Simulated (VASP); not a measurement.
# Tc (Fm-3m) in VASP: notebook, part 2 of 2

VASP 6.6.1.

## (3) Single point, r2SCAN

This run uses another cell than the first one, of 14.33 Å³/atom.

POSCAR reads:

```
Tc
1.0
    0.0000000000      1.9279462370      1.9279462370
    1.9279462370      0.0000000000      1.9279462370
    1.9279462370      1.9279462370      0.0000000000
Tc
1
Direct
    0.0000000000      0.0000000000      0.0000000000
```

INCAR.step1 reads:

```
ALGO = Normal
EDIFF = 1E-4
ENCUT = 520
GGA = PE
ISMEAR = 1
LASPH = T
LCHARG = F
LREAL = F
LWAVE = T
NBANDS = 12
NELM = 80
PREC = Accurate
SIGMA = 0.1
```

INCAR.step2 reads:

```
ALGO = Normal
EDIFF = 1E-7
ENCUT = 520
ISIF = 2
ISMEAR = 1
ISTART = 1
LASPH = T
LCHARG = F
LMIXTAU = T
LREAL = F
LWAVE = F
METAGGA = R2SCAN
NBANDS = 12
NELM = 80
PREC = Accurate
SIGMA = 0.1
```

KPOINTS reads:

```
k-points
0
Gamma
  10 10 10
```

Potentials or basis: VASP PAW PBE potentials, release 64 (Tc_pv).

Started as:

```bash
$ cat potpaw_PBE.64/Tc_pv/POTCAR > POTCAR
$ cp INCAR.step1 INCAR
$ mpirun -np 1 vasp_std > vasp.out
$ cp INCAR.step2 INCAR
$ mpirun -np 1 vasp_std > vasp.out
```

OUTCAR:

```text
EDIFF = 1E-7
   ENCUT = 520
   ISIF = 2
   ISMEAR = 1
   ISTART = 1
   LASPH = T
   LREAL = F
   METAGGA = R2SCAN
   NELM = 80
   PREC = Accurate

 ion  position               nearest neighbor table
   1  0.000  0.000  0.000-

  LATTYP: Found a face centered cubic cell.
 ALAT       =     3.8558924740

  Lattice vectors:

 A1 = (   0.0000000000,   1.9279462370,   1.9279462370)
 A2 = (   1.9279462370,   0.0000000000,   1.9279462370)
 A3 = (   1.9279462370,   1.9279462370,   0.0000000000)

Analysis of symmetry for initial positions (statically):
=====================================================================
 Subroutine PRICEL returns:
 Original cell was already a primitive cell.

 Routine SETGRP: Setting up the symmetry group for a
 face centered cubic supercell.

 Subroutine GETGRP returns: Found 48 space group operations
 (whereof 48 operations were pure point group operations)
 out of a pool of 48 trial point group operations.

The static configuration has the point symmetry O_h .

Analysis of symmetry for dynamics (positions and initial velocities):
=====================================================================
[... 168 lines left out ...]
      4       4.8090      2.00000
      5      10.8255      2.00000
      6      10.8255      2.00000
      7      10.8255      2.00000
      8      13.6797     -0.00000
      9      13.6797     -0.00000
     10      27.3613      0.00000
     11      33.4319      0.00000
     12      33.4319      0.00000
[... 331 lines left out ...]
 k-point    24 :       0.4000    0.3000    0.0000
  band No.  band energies     occupation
      1     -27.9325      2.00000
      2     -27.3069      2.00000
      3     -27.2618      2.00000
      4       7.4155      2.00000
      5       7.8943      2.00000
      6      12.5230      2.01722
      7      13.9437     -0.00000
      8      15.6254      0.00000
      9      15.9151      0.00000
     10      28.2079      0.00000
     11      29.8644      0.00000
     12      30.4724      0.00000

 [... further k-points ...]

------------------------ aborting loop because EDIFF is reached ----------------------------------------

  FORCE on cell =-STRESS in cart. coord.  units (eV):
  Direction    XX          YY          ZZ          XY          YZ          ZX
  --------------------------------------------------------------------------------------
  -------------------------------------------------------------------------------------
  Total        0.0285439      0.0285439      0.0285439     -0.0000000      0.0000000      0.0000000
  in kB        3.1908693      3.1908693      3.1908693     -0.0000000      0.0000000      0.0000000
  external PRESSURE =       3.1908693 kB  Pullay stress =       0.0000000 kB

 VOLUME and BASIS-vectors are now :
 -----------------------------------------------------------------------------
  energy-cutoff  :      520.00
  volume of cell :       14.33
      direct lattice vectors                 reciprocal lattice vectors
     0.000000000  1.927946237  1.927946237    -0.259343331  0.259343331  0.259343331
     1.927946237  0.000000000  1.927946237     0.259343331 -0.259343331  0.259343331
     1.927946237  1.927946237  0.000000000     0.259343331  0.259343331 -0.259343331

 POSITION                                       TOTAL-FORCE (eV/Angst)
 -----------------------------------------------------------------------------------
      0.00000      0.00000      0.00000        -0.000000     -0.000000      0.000000
 -----------------------------------------------------------------------------------
    total drift:                                0.000000      0.000000      0.000000

  FREE ENERGIE OF THE ION-ELECTRON SYSTEM (eV)
  ---------------------------------------------------
  free  energy   TOTEN  =       -25.8930122721 eV

  energy  without entropy=      -25.8932204971  energy(sigma->0) =      -25.89308168
```

OUTCAR.step1:

```text
EDIFF = 1E-4
   ENCUT = 520
   GGA = PE
   ISMEAR = 1
   LASPH = T
[... 575 lines left out ...]

 POSITION                                       TOTAL-FORCE (eV/Angst)
 -----------------------------------------------------------------------------------
      0.00000      0.00000      0.00000         0.000000     -0.000000     -0.000000
 -----------------------------------------------------------------------------------
    total drift:                                0.000000      0.000000      0.000000

  FREE ENERGIE OF THE ION-ELECTRON SYSTEM (eV)
  ---------------------------------------------------
  free  energy   TOTEN  =       -10.2622135329 eV

  energy  without entropy=      -10.2615326219  energy(sigma->0) =      -10.26198656
```

OSZICAR.step1:

```text
N       E                     dE             d eps       ncg     rms          rms(c)
DAV:   1     0.120104406158E+03    0.12010E+03   -0.78569E+03  1128   0.104E+03
DAV:   2    -0.920393867593E+01   -0.12931E+03   -0.12586E+03  1264   0.317E+02
DAV:   3    -0.110163970213E+02   -0.18125E+01   -0.18037E+01  1236   0.426E+01
DAV:   4    -0.110243472587E+02   -0.79502E-02   -0.79497E-02  1248   0.310E+00
DAV:   5    -0.110244062988E+02   -0.59040E-04   -0.59042E-04  1260   0.257E-01    0.167E+01
DAV:   6    -0.103518029077E+02    0.67260E+00   -0.89928E-01  1156   0.126E+01    0.519E+00
DAV:   7    -0.102673946325E+02    0.84408E-01   -0.16242E-01  1220   0.524E+00    0.582E-01
DAV:   8    -0.102625442113E+02    0.48504E-02   -0.67945E-03  1148   0.103E+00    0.342E-01
DAV:   9    -0.102622161389E+02    0.32807E-03   -0.30961E-04  1260   0.237E-01    0.173E-02
DAV:  10    -0.102622135329E+02    0.26060E-05   -0.45092E-06   576   0.237E-02
   1 F= -.10262214E+02 E0= -.10261987E+02  d E =-.680911E-03
```

Run time: 42 s. Hardware: 1 thread of Intel Xeon 8259CL, shared host; peak memory 0.13 GiB.

Results:

| Item | Value |
| --- | --- |
| Free energy | -25.8930 eV |
| Pressure | 0.3 GPa |
| Band gap on the k mesh | zero (an odd number of electrons rules out a gap without spin polarisation) |

Caveat: the PAW data sets were made with another functional, which shifts forces and pressure a little.

## (4) Single point, r2SCAN+D4

This run uses another cell than the first one, of 14.25 Å³/atom.

POSCAR reads:

```
Tc
1.0
    0.0000000000      1.9241895002      1.9241895002
    1.9241895002      0.0000000000      1.9241895002
    1.9241895002      1.9241895002      0.0000000000
Tc
1
Direct
    0.0000000000      0.0000000000      0.0000000000
```

INCAR.step1 reads:

```
PREC     = Accurate       # precision mode
ENCUT    = 520            # plane-wave cutoff, eV
ISMEAR   = 1              # smearing method
SIGMA    = 0.1            # smearing width, eV
LREAL    = False          # projectors in reciprocal space
LASPH    = True           # aspherical terms in the spheres
NELM     = 80             # most SCF steps
NBANDS   = 12             # bands
GGA      = PE             # functional
ALGO     = Normal         # electronic algorithm
EDIFF    = 1E-4           # SCF threshold, eV
LWAVE    = True           # write WAVECAR
LCHARG   = False          # write CHGCAR
```

INCAR.step2 reads:

```
PREC     = Accurate       # precision mode
ENCUT    = 520            # plane-wave cutoff, eV
EDIFF    = 1E-6           # SCF threshold, eV
ISMEAR   = 1              # smearing method
SIGMA    = 0.1            # smearing width, eV
LREAL    = False          # projectors in reciprocal space
LASPH    = True           # aspherical terms in the spheres
NELM     = 80             # most SCF steps
ALGO     = Normal         # electronic algorithm
ISIF     = 2              # what is computed and relaxed
LWAVE    = False          # write WAVECAR
LCHARG   = False          # write CHGCAR
METAGGA  = R2SCAN         # meta-GGA
LMIXTAU  = True         
IVDW     = 13             # dispersion correction
VDW_S6   = 1.0          
VDW_S8   = 0.6018749    
VDW_A1   = 0.51559235   
VDW_A2   = 5.77342911   
NBANDS   = 12             # bands
ISTART   = 1
```

KPOINTS reads:

```
Automatic mesh
0
Gamma
  10 10 10
```

Started as:

```bash
$ cat potpaw_PBE.64/Tc_pv/POTCAR > POTCAR
$ cp INCAR.step1 INCAR
$ mpirun -np 1 vasp_std > vasp.out
$ cp INCAR.step2 INCAR
$ mpirun -np 1 vasp_std > vasp.out
```

Wall time 55 s (1 thread of Intel Xeon 8259CL, shared host); peak memory 0.13 GiB.

The run converged. Its results:

| Property | Result |
| --- | --- |
| Free energy | -26.0919 eV |
| Pressure | 0.4 GPa |
| Band gap on the k mesh | zero (an odd number of electrons rules out a gap without spin polarisation) |
| Dispersion energy per atom | -0.200 eV |

Levels at points of the mesh, in eV from the Fermi level:
```
           k point  band 5  band 6  band 7  band 8  band 9  band 10
(0.00, 0.00, 0.00)   -1.91   -1.91   -1.91    0.97    0.97    14.64
(0.50, 0.00, 0.00)   -2.02   -2.02    1.25    3.04    3.04    11.48
(0.50, 0.50, 0.00)   -5.70    3.05    3.60    3.60    4.05    13.84
```

Caveat: the PAW data sets were made with another functional, which shifts forces and pressure a little.

## (5) The runs side by side

```tsv
level	cell	gap on the mesh (eV)	pressure (GPa)
PBEsol	a = 2.712 Å, angles 60.0°, 1 atom	none	-0.9
r2SCAN	a = 2.727 Å, angles 60.0°, 1 atom	none	0.3
r2SCAN+D4	a = 2.721 Å, angles 60.0°, 1 atom	none	0.4
```

Alike in all rows: task single point; potentials or basis VASP PAW PBE potentials, release 64 (Tc_pv); no spin polarisation; k mesh 10 × 10 × 10; cutoff (eV) 520; smearing methfessel-paxton 0.1 eV.

Caveats: the PAW data sets were made with another functional, which shifts forces and pressure a little.

Total energies depend on the potentials used, so only differences within one code and one set of settings carry meaning.
